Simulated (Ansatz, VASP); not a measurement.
## Two plane-wave programs on ZrGe4Mo

File INCAR:

```
  ALGO = Normal
  EDIFF = 1E-7
  ENCUT = 520
  GGA = PE
  ISIF = 2
  ISMEAR = 0
  LASPH = True
  LCHARG = False
  LREAL = False
  LWAVE = False
  NBANDS = 50
  NELM = 60
  PREC = Accurate
  SIGMA = 0.1
```

File KPOINTS:

```
k-points
0
Gamma
  4 4 4
```

The input POSCAR:

```
ZrGe4Mo
1.0
    0.0000000000      3.7470328700      3.7470328700
    3.7470328700      0.0000000000      3.7470328700
    3.7470328700      3.7470328700      0.0000000000
Zr Ge Mo
1 4 1
Direct
    0.2500000000      0.2500000000      0.2500000000
    0.6249476700      0.1251570000      0.6249476700
    0.6249476700      0.6249476700      0.6249476700
    0.1251570000      0.6249476700      0.6249476700
    0.6249476700      0.6249476700      0.1251570000
    0.0000000000      0.0000000000      0.0000000000
```

Input for Ansatz:

```yaml
crystal:
  lattice:
    - [0.0, 3.74703287, 3.74703287]
    - [3.74703287, 0.0, 3.74703287]
    - [3.74703287, 3.74703287, 0.0]
  atoms:
    - { symbol: Zr, position: [0.25, 0.25, 0.25] }
    - { symbol: Ge, position: [0.62494767, 0.125157, 0.62494767] }
    - { symbol: Ge, position: [0.62494767, 0.62494767, 0.62494767] }
    - { symbol: Ge, position: [0.125157, 0.62494767, 0.62494767] }
    - { symbol: Ge, position: [0.62494767, 0.62494767, 0.125157] }
    - { symbol: Mo, position: [0.0, 0.0, 0.0] }
basis:
  ecutwfc: 420
kpoints:
  mp_grid: { grid: [4, 4, 4] }
hamiltonian:
  xc: pbe
scf:
  occupations: { method: gaussian, width: 0.1 }
  lower_state_search: "off"
output:
  forces: true
  stress: true
  eigenvalues: true
```

Change from the starting cell: species swapped into the YbCdNi4 type (F-43m, No. 216).

Alike in both runs: task single point; functional PBE; k mesh 4 × 4 × 4; occupations gaussian, width 0.1 eV; no spin polarisation.

```csv
,VASP,Ansatz
version,VASP 6.6.1,Ansatz 0.2.0
potentials or method,"VASP PAW PBE potentials, release 64 (Zr_sv, Ge_d, Mo_sv), cutoff 520 eV","scalar-relativistic, plane waves, PAW"
valence electrons in the cell,82,82
```

|  | VASP | Ansatz | Ansatz less VASP |
| --- | --- | --- | --- |
| gap on the k mesh at the Fermi level (eV) | none | none | - |
| pressure (GPa) | 2.4 | 2.3 | -0.12 |
| rms of the force components (eV/Å) | 0.019 | 0.019 | -0.0003 |

Atom by atom the forces differ by 0.000 eV/Å (rms over components). A gap of «none» marks a metal or a gap that the smearing closes.

The k mesh is coarse, so the values compare programs but aren't converged.
